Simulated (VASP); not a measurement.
# BN (P-6m2) in VASP: a series of runs

The runs below take BN through single point, relaxation of cell and atoms, with PBE.

All numbers are computed with VASP 6.6.1; they aren't measurements. Logs are shortened: lines on timing, memory, paths and dates and some standing lists are left out, and cuts for length are marked.

## (1) The cell of the first run

It takes space group P-6m2 (No. 187, hexagonal). The conventional cell has a = 6.152 Å, b = 6.152 Å, c = 2.461 Å, α = 90.00°, β = 90.00°, γ = 120.00°. Within 1.9 Å of B (site symmetry mm2) lie 3 N at 1.42 Å. B (site symmetry -6m2) has 3 N at 1.42 Å within 1.9 Å. N (site symmetry mm2) has 3 B at 1.42 Å within 1.9 Å. Within 1.9 Å of N (site symmetry -6m2) lie 3 B at 1.42 Å.

## (2) Single point, PBE

File INCAR:

```
PREC = Accurate
ENCUT = 520
EDIFF = 1E-6
ISMEAR = 0
SIGMA = 0.1
LREAL = False
LASPH = True
NELM = 100
ALGO = Normal
ISIF = 2
LWAVE = False
LCHARG = True
GGA = PE
LELF = True
LVHAR = True
NBANDS = 26
```

File KPOINTS:

```
Automatic mesh
0
Gamma
  3 3 8
```

File POSCAR:

```
BN
1.0
    6.1522440700      0.0000000000      0.0000000000
   -3.0761220300      5.3279996500      0.0000000000
    0.0000000000      0.0000000000      2.4608980500
B N
4 4
Direct
    0.5333333200      0.0666666400      0.0000000000
    0.9333333600      0.4666666800      0.0000000000
    0.5333333200      0.4666666800      0.0000000000
    0.3333333300      0.6666666700      0.5000000000
    0.4666666800      0.9333333600      0.5000000000
    0.0666666400      0.5333333200      0.5000000000
    0.4666666800      0.5333333200      0.5000000000
    0.6666666700      0.3333333300      0.0000000000
```

Potentials or basis: VASP PAW PBE potentials, release 64 (B, N).

The run is started by

```console
> cat potpaw_PBE.64/B/POTCAR potpaw_PBE.64/N/POTCAR > POTCAR
> mpirun -np 1 vasp_std > vasp.out
```

OUTCAR:

```text
PREC = Accurate
   ENCUT = 520
   EDIFF = 1E-6
   ISMEAR = 0
   LREAL = False
   LASPH = True
   NELM = 100
   ISIF = 2
   GGA = PE

 ion  position               nearest neighbor table
   1  0.533  0.067  0.000-   5 1.42   5 1.42   8 1.42
   2  0.933  0.467  0.000-   6 1.42   6 1.42   8 1.42
   3  0.533  0.467  0.000-   7 1.42   7 1.42   8 1.42
   4  0.333  0.667  0.500-   5 1.42   6 1.42   7 1.42
   5  0.467  0.933  0.500-   1 1.42   1 1.42   4 1.42
   6  0.067  0.533  0.500-   2 1.42   2 1.42   4 1.42
   7  0.467  0.533  0.500-   3 1.42   3 1.42   4 1.42
   8  0.667  0.333  0.000-   1 1.42   2 1.42   3 1.42

  LATTYP: Found a hexagonal cell.
 ALAT       =     6.1522440700
 C/A-ratio  =     0.4000000686

  Lattice vectors:

 A1 = (   6.1522440700,   0.0000000000,   0.0000000000)
 A2 = (  -3.0761220300,   5.3279996500,   0.0000000000)
 A3 = (   0.0000000000,   0.0000000000,   2.4608980500)

Analysis of symmetry for initial positions (statically):
=====================================================================
 Subroutine PRICEL returns:
 Original cell was already a primitive cell.

 Routine SETGRP: Setting up the symmetry group for a
 hexagonal supercell.

 Subroutine GETGRP returns: Found 12 space group operations
 (whereof 12 operations were pure point group operations)
 out of a pool of 24 trial point group operations.

The static configuration has the point symmetry D_3h.

Analysis of symmetry for dynamics (positions and initial velocities):
=====================================================================
 Subroutine PRICEL returns:
 Original cell was already a primitive cell.

 Routine SETGRP: Setting up the symmetry group for a
 hexagonal supercell.

 Subroutine GETGRP returns: Found 12 space group operations
 (whereof 12 operations were pure point group operations)
 out of a pool of 24 trial point group operations.

The dynamic configuration has the point symmetry D_3h.

 Subroutine INISYM returns: Found 12 space group operations
 (whereof 12 operations are pure point group operations),
 and found     1 'primitive' translations

----------------------------------------------------------------------------------------

                                     Primitive cell

  volume of cell :      80.6662

  direct lattice vectors                    reciprocal lattice vectors
     6.152244070  0.000000000  0.000000000     0.162542316  0.093843850  0.000000000
    -3.076122030  5.327999650  0.000000000     0.000000000  0.187687700  0.000000000
     0.000000000  0.000000000  2.460898050     0.000000000  0.000000000  0.406355720

  length of vectors
     6.152244070  6.152244063  2.460898050     0.187687700  0.187687700  0.406355720

  position of ions in fractional coordinates (direct lattice)
     0.533333320  0.066666640  0.000000000
     0.933333360  0.466666680  0.000000000
     0.533333320  0.466666680  0.000000000
     0.333333330  0.666666670  0.500000000
     0.466666680  0.933333360  0.500000000
     0.066666640  0.533333320  0.500000000
     0.466666680  0.533333320  0.500000000
     0.666666670  0.333333330  0.000000000

  ion indices of the primitive-cell ions
   primitive index   ion index
                 1           1
                 2           2
                 3           3
                 4           4
                 5           5
                 6           6
                 7           7
                 8           8

----------------------------------------------------------------------------------------

 KPOINTS: Automatic mesh

Automatic generation of k-mesh.
 Grid dimensions read from file:
 generate k-points for:    3    3    8

 Generating k-lattice:

  Cartesian coordinates                     Fractional coordinates (reciprocal lattice)
     0.054180772  0.031281283  0.000000000     0.333333333 -0.000000000  0.000000000
     0.000000000  0.062562567  0.000000000     0.000000000  0.333333333  0.000000000
     0.000000000  0.000000000  0.050794465     0.000000000  0.000000000  0.125000000

  Length of vectors
     0.062562567  0.062562567  0.050794465

  Shift w.r.t. Gamma in fractional coordinates (k-lattice)
     0.000000000  0.000000000  0.000000000

 Subroutine IBZKPT returns following result:
 ===========================================

 Found     15 irreducible k-points:

 Following reciprocal coordinates:
            Coordinates               Weight
  0.000000  0.000000  0.000000      1.000000
  0.333333  0.000000  0.000000      6.000000
  0.333333  0.333333  0.000000      2.000000
  0.000000  0.000000  0.125000      2.000000
  0.333333  0.000000  0.125000     12.000000
  0.333333  0.333333  0.125000      4.000000
  0.000000  0.000000  0.250000      2.000000
  0.333333  0.000000  0.250000     12.000000
  0.333333  0.333333  0.250000      4.000000
  0.000000  0.000000  0.375000      2.000000
  0.333333  0.000000  0.375000     12.000000
  0.333333  0.333333  0.375000      4.000000
  0.000000  0.000000  0.500000      1.000000
  0.333333  0.000000  0.500000      6.000000
  0.333333  0.333333  0.500000      2.000000
   k-points           NKPTS =     15   k-points in BZ     NKDIM =     15   number of bands    NBANDS=     26
   number of dos      NEDOS =    301   number of ions     NIONS =      8
   total plane-waves  NPLWV =  41472
   dimension x,y,z NGX =    48 NGY =   48 NGZ =   18
   dimension x,y,z NGXF=    96 NGYF=   96 NGZF=   36
   ions per type =               4   4
   NGX,Y,Z   is equivalent  to a cutoff of  12.97, 12.97, 12.16 a.u.
   NGXF,Y,Z  is equivalent  to a cutoff of  25.94, 25.94, 24.32 a.u.
 SYSTEM =  unknown system
   PREC   = accura    normal or accurate (medium, high low for compatibility)
   ISTART =      0    job   : 0-new  1-cont  2-samecut
   ICHARG =      2    charge: 1-file 2-atom 10-const
   ISPIN  =      1    spin polarized calculation?
   LNONCOLLINEAR =      F non collinear calculations
   LSORBIT =      F    spin-orbit coupling
   LASPH  =      T    aspherical Exc in radial PAW
   ENCUT  =  520.0 eV  38.22 Ry    6.18 a.u.  11.44 11.44  4.58*2*pi/ulx,y,z
   NELM   =    100;   NELMIN=  2; NELMDL= -5     # of ELM steps
   EDIFF  = 0.1E-05   stopping-criterion for ELM
   LREAL  =      F    real-space projection
   EDIFFG = 0.1E-04   stopping-criterion for IOM
   NSW    =      0    number of steps for IOM
   IBRION =     -1    ionic relax: 0-MD 1-quasi-New 2-CG
   NFREE  =      0    steps in history (QN), initial steepest desc. (CG)
   ISIF   =      2    stress and relaxation
   ISYM   =      2    0-nonsym 1-usesym 2-fastsym
   POTIM  = 0.5000    time-step for ionic-motion
   TEBEG  =    0.0;   TEEND  =   0.0 temperature during run
   PSTRESS=    0.0 pullay stress
   NELECT =      32.0000    total number of electrons
   NUPDOWN=      -1.0000    fix difference up-down
   EMIN   =  10.00;   EMAX   =-10.00  energy-range for DOS
   EFERMI =   0.00;   METHOD = LEGACY
   ISMEAR =     0;   SIGMA  =   0.10  broadening in eV -4-tet -1-fermi 0-gaus
   EFERMI_NEDOS =   21; number of points for ismear=-14 and -15
   IALGO  =     38    algorithm
   IMIX   =      4    mixing-type and parameters
     AMIX     =   0.40;   BMIX     =  1.00
     AMIX_MAG =   1.60;   BMIX_MAG =  1.00
  volume/ion in A,a.u.               =      10.08        68.05
  Fermi-wavevector in a.u.,A,eV,Ry     =   1.202895  2.273142 19.687035  1.446956
  Thomas-Fermi vector in A             =   2.338664
   LORBIT       =      0    0 simple, 1 ext, 2 COOP (PROOUT), +10 PAW based schemes
   GGA     = PE    functional components
   LHFCALC =     F    Hartree Fock is set to
   AEXX    =    0.0000 exact exchange contribution
   IVDW    =     0    specifies the selected vdW correction
   LEPSILON=     F    determine dielectric tensor
   LRPA    =     F    only Hartree local field effects (RPA)
 non-spin polarized calculation
 Gauss-broadening in eV      SIGMA  =   0.10
  energy-cutoff  :      520.00
  volume of cell :       80.67
 maximum number of plane-waves:      2217
 NGX is ok and might be reduce to    48
   NGX = 23   NGY = 23   NGZ =  9

 number of electron      32.0000004 magnetization

 Free energy of the ion-electron system (eV)
  ---------------------------------------------------
  ext. energy  EPLUGINS =         0.00000000
  ---------------------------------------------------
  free energy    TOTEN  =       -66.36409314 eV

  energy without entropy =      -66.35912084  energy(sigma->0) =      -66.36160699

 E-fermi :   3.7141     XC(G=0):  -9.0158

 val. band max:        3.7025045762   @ k =   0.3333   0.3333   0.5000
 cond. band min:       3.8214419303   @ k =   0.3333   0.0000   0.0000
 fundamental gap:      0.1189373541
 Fermi energy:         3.7140951841

 k-point     1 :       0.0000    0.0000    0.0000
  band No.  band energies     occupation
      1     -16.8273      2.00000
      2     -14.7683      2.00000
      3     -14.7683      2.00000
      4     -14.4565      2.00000
      5      -6.7634      2.00000
      6      -6.7634      2.00000
[... 18 lines left out ...]
     25      12.6257      0.00000
     26      13.8486      0.00000

 k-point     2 :       0.3333    0.0000    0.0000
  band No.  band energies     occupation
      1     -16.5964      2.00000
      2     -15.6763      2.00000
      3     -14.7753      2.00000
      4     -13.6273      2.00000
      5      -7.5218      2.00000
      6      -6.5482      2.00000
[... 18 lines left out ...]
     25      12.5172      0.00000
     26      12.8401      0.00000

 k-point     3 :       0.3333    0.3333    0.0000
  band No.  band energies     occupation
      1     -16.2402      2.00000
      2     -16.1875      2.00000
      3     -14.7830      2.00000
      4     -13.3836      2.00000
      5      -7.8171      2.00000
      6      -6.3411      2.00000
[... 311 lines left out ...]
 k-point    14 :       0.3333    0.0000    0.5000
  band No.  band energies     occupation
      1     -14.0743      2.00000
      2     -13.4425      2.00000
      3     -13.0534      2.00000
      4     -12.9023      2.00000
      5      -8.1157      2.00000
      6      -6.8506      2.00000
[... 18 lines left out ...]
     25      13.9248      0.00000
     26      15.1485      0.00000

 k-point    15 :       0.3333    0.3333    0.5000
  band No.  band energies     occupation
      1     -14.0197      2.00000
      2     -13.4401      2.00000
      3     -13.1375      2.00000
      4     -12.9049      2.00000
      5      -8.1874      2.00000
      6      -6.8634      2.00000
[... 18 lines left out ...]
     25      15.0130      0.00000
     26      15.2828      0.00000

------------------------ aborting loop because EDIFF is reached ----------------------------------------

  FORCE on cell =-STRESS in cart. coord.  units (eV):
  Direction    XX          YY          ZZ          XY          YZ          ZX
  --------------------------------------------------------------------------------------
  -------------------------------------------------------------------------------------
  Total       11.5359792     11.5359792      8.9253216      0.0000000      0.0000000      0.0000000
  in kB      229.1256339    229.1256335    177.2732024      0.0000002      0.0000000      0.0000000
  external PRESSURE =     211.8414899 kB  Pullay stress =       0.0000000 kB

 VOLUME and BASIS-vectors are now :
 -----------------------------------------------------------------------------
  energy-cutoff  :      520.00
  volume of cell :       80.67
      direct lattice vectors                 reciprocal lattice vectors
     6.152244070  0.000000000  0.000000000     0.162542316  0.093843850  0.000000000
    -3.076122030  5.327999650  0.000000000     0.000000000  0.187687700  0.000000000
     0.000000000  0.000000000  2.460898050     0.000000000  0.000000000  0.406355720

 POSITION                                       TOTAL-FORCE (eV/Angst)
 -----------------------------------------------------------------------------------
      3.07612      0.35520      0.00000        -0.000000     -0.311266     -0.000000
      4.30657      2.48640      0.00000         0.269565      0.155633     -0.000000
      1.84567      2.48640      0.00000        -0.269565      0.155633     -0.000000
     -0.00000      3.55200      1.23045         0.000000      0.000000     -0.000000
      0.00000      4.97280      1.23045         0.000000      1.048792      0.000000
     -1.23045      2.84160      1.23045        -0.908280     -0.524396     -0.000000
      1.23045      2.84160      1.23045         0.908280     -0.524396     -0.000000
      3.07612      1.77600      0.00000         0.000000      0.000000     -0.000000
 -----------------------------------------------------------------------------------
    total drift:                               -0.000023      0.000013      0.000000

  FREE ENERGIE OF THE ION-ELECTRON SYSTEM (eV)
  ---------------------------------------------------
  free  energy   TOTEN  =       -66.3640931433 eV

  energy  without entropy=      -66.3591208448  energy(sigma->0) =      -66.36160699
```

Run time: 26 s. Hardware: 1 thread of AMD EPYC 9R45 (Zen 5), shared host; peak memory 0.16 GiB.

What came out:

| Item | Value |
| --- | --- |
| Free energy | -66.3641 eV |
| Pressure | 21.2 GPa |
| Largest force | 1.049 eV/Å |
| Band gap on the k mesh | zero (band 16 reaches 3.93 eV, above the bottom of band 17 at 3.46 eV) |

Forces in eV/Å, atoms in the order of the input:
```
B    0.000 -0.311  0.000
B    0.270  0.156  0.000
B   -0.270  0.156  0.000
B    0.000  0.000  0.000
N    0.000  1.049  0.000
N   -0.908 -0.524  0.000
N    0.908 -0.524  0.000
N    0.000  0.000  0.000
```

Stress tensor (GPa, compression positive):
```
22.91  0.00  0.00
 0.00 22.91  0.00
 0.00  0.00 17.73
```

Caveat: the k points lie up to 0.39 Å⁻¹ apart; forces of over 1 eV/Å act on the atoms, so gaps and moduli don't describe the material at rest.

## (3) Single point, PBE

This run uses another cell than the first one, of 11.12 Å³/atom, 1.103 times its volume.

File INCAR:

```
  PREC = Accurate
  ENCUT = 520
  EDIFF = 1E-7
  ISMEAR = 0
  SIGMA = 0.1
  LREAL = F
  LASPH = T
  NELM = 100
  ALGO = Normal
  ISIF = 2
  LWAVE = F
  LCHARG = T
  GGA = PE
  LELF = T
  LVHAR = T
  NBANDS = 26
```

KPOINTS is that of step 2.

File POSCAR:

```
BN
1.0
    6.3978521681     -0.0000000030      0.0000000000
   -3.1989260815      5.5407025087      0.0000000000
    0.0000000000      0.0000000000      2.5098775927
B N
4 4
Direct
    0.5336500862      0.0673001723      0.0000000000
    0.9326998277      0.4663499138      0.0000000000
    0.5336500862      0.4663499138      0.0000000000
    0.3333333333      0.6666666667      0.5000000000
    0.4680816674      0.9361633348      0.5000000000
    0.0638366652      0.5319183326      0.5000000000
    0.4680816674      0.5319183326      0.5000000000
    0.6666666667      0.3333333333      0.0000000000
```

Potentials or basis: VASP PAW PBE potentials, release 64 (B, N).

The run is started by

```console
> cat potpaw_PBE.64/B/POTCAR potpaw_PBE.64/N/POTCAR > POTCAR
> mpirun -np 1 vasp_std > vasp.out
```

Run time: 34 s. Hardware: 1 thread of AMD EPYC 9R45 (Zen 5), shared host; peak memory 0.17 GiB.

The run converged. Its results:

| Property | Result |
| --- | --- |
| Free energy | -66.9188 eV |
| Pressure | 0.1 GPa |
| Band gap on the k mesh | zero (band 16 reaches 3.15 eV, above the bottom of band 17 at 2.41 eV) |

Forces in eV/Å, atoms in the order of the input:
```
B    0.000  0.002  0.000
B   -0.002 -0.001  0.000
B    0.002 -0.001  0.000
B    0.000  0.000  0.000
N    0.000 -0.001  0.000
N    0.001  0.000  0.000
N   -0.001  0.000  0.000
N    0.000  0.000  0.000
```

Stress tensor (GPa, compression positive):
```
0.06 0.00 0.00
0.00 0.06 0.00
0.00 0.00 0.15
```

Levels at points of the mesh, in eV from the Fermi level:
```
           k point  band 12  band 13  band 14  band 15  band 16  band 17  band 18  band 19  band 20  band 21
(0.00, 0.00, 0.00)    -4.90    -4.70    -4.70    -3.88     0.12     2.53     4.45     4.45     6.65     6.76
(0.00, 0.00, 0.50)    -6.88    -3.50    -2.38    -2.38    -1.15    -0.38     1.83     1.83     3.90     7.36
```

Caveat: the k points lie up to 0.38 Å⁻¹ apart.

## (4) Single point, PBE

This run uses another cell than the first one, of 11.13 Å³/atom, 1.104 times its volume.

File INCAR:

```
SYSTEM = BN
ALGO = Normal
EDIFF = 1E-6
ENCUT = 520
GGA = PE
ISIF = 2
ISMEAR = 0
LASPH = .True.
LCHARG = .False.
LREAL = .False.
LWAVE = .False.
NBANDS = 26
NELM = 80
PREC = Accurate
SIGMA = 0.1
```

File KPOINTS:

```
k-points
0
Gamma
  6 6 14
  0 0 0
```

File POSCAR:

```
BN
1.0
    6.3999689253      0.0000000000      0.0000000000
   -3.1999844627      5.5425356727      0.0000000000
    0.0000000000      0.0000000000      2.5095917080
B N
4 4
Direct
    0.5335670175      0.0671340351      0.0000000000
    0.9328659649      0.4664329825      0.0000000000
    0.5335670175      0.4664329825      0.0000000000
    0.3333333333      0.6666666667      0.5000000000
    0.4681225616      0.9362451233      0.5000000000
    0.0637548767      0.5318774384      0.5000000000
    0.4681225616      0.5318774384      0.5000000000
    0.6666666667      0.3333333333      0.0000000000
```

The run is started by

```console
> cat potpaw_PBE.64/B/POTCAR potpaw_PBE.64/N/POTCAR > POTCAR
> mpirun -np 1 vasp_std > vasp.out
```

Wall time 94 s (1 thread of AMD EPYC 9R45 (Zen 5), shared host); peak memory 0.22 GiB.

It converged, with:

- Free energy: -66.8887 eV
- Pressure: 0.0 GPa
- Largest force: 0.008 eV/Å
- Band gap on the k mesh: zero (band 16 reaches 3.11 eV, above the bottom of band 17 at 2.43 eV)

Forces on the atoms (eV/Å):
```
B    0.000 -0.008  0.000
B    0.007  0.004  0.000
B   -0.007  0.004  0.000
B    0.000  0.000  0.000
N    0.000  0.001  0.000
N   -0.001  0.000  0.000
N    0.001  0.000  0.000
N    0.000  0.000  0.000
```

Levels at points of the mesh, in eV from the Fermi level:
```
           k point  band 14  band 15  band 16  band 17  band 18  band 19
(0.00, 0.00, 0.00)    -4.69    -3.87     0.11     2.55     4.47     4.47
(0.50, 0.00, 0.00)    -4.14    -3.38     0.32     3.51     4.46     4.90
(0.00, 0.00, 0.50)    -2.35    -2.35    -1.13    -0.34     1.85     1.85
(0.50, 0.00, 0.50)    -2.32    -2.10    -1.34    -0.14     1.74     2.14
```

[end of part 1 of 2]
